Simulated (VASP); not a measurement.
Set up this calculation in VASP 6.6.1, as the native input.

```yaml
Task: single point
Functional: PBEsol
Potentials_or_basis: VASP PAW PBE potentials, release 64 (Li_sv, H)
Cutoff: 520 eV
k_mesh: 10 × 10 × 10
Occupations: gaussian, width 0.01 eV
Spin: no spin polarisation
Dipole_correction: no
Further_INCAR_settings: ALGO = Normal; EDIFF = 1e-07; NBANDS = 9
```

The structure of LiH lies in POSCAR:

```
LiH
1.0
    1.9300173580      1.9300173580      0.0000000000
   -1.9300173580      1.9300173580      0.0000000000
    0.0000000000      1.9300173580      1.9300173580
Li H
1 1
Direct
    0.0000000000      0.0000000000      0.0000000000
    0.5000000000      0.5000000000      0.0000000000
```

One way to write it, as run:

INCAR

```
SYSTEM = LiH
PREC = Accurate
ENCUT = 520
EDIFF = 1E-7
ISMEAR = 0
SIGMA = 0.01
LREAL = .False.
LASPH = .True.
NELM = 80
ALGO = Normal
ISIF = 2
LWAVE = .False.
LCHARG = .True.
GGA = PS
LELF = .True.
LVHAR = .True.
NBANDS = 9
```

KPOINTS

```
regular mesh
0
Gamma
  10 10 10
  0 0 0
```

Potentials or basis: VASP PAW PBE potentials, release 64 (Li_sv, H).

Command:

```console
$ cat potpaw_PBE.64/Li_sv/POTCAR potpaw_PBE.64/H/POTCAR > POTCAR
$ mpirun -np 1 vasp_std > vasp.out
```

Results of the run:

```yaml
Band_gap_on_the_k_mesh: 2.64 eV, direct
```

It used 13 s of CPU time on 1 thread of AMD EPYC 7R13, on a shared host.
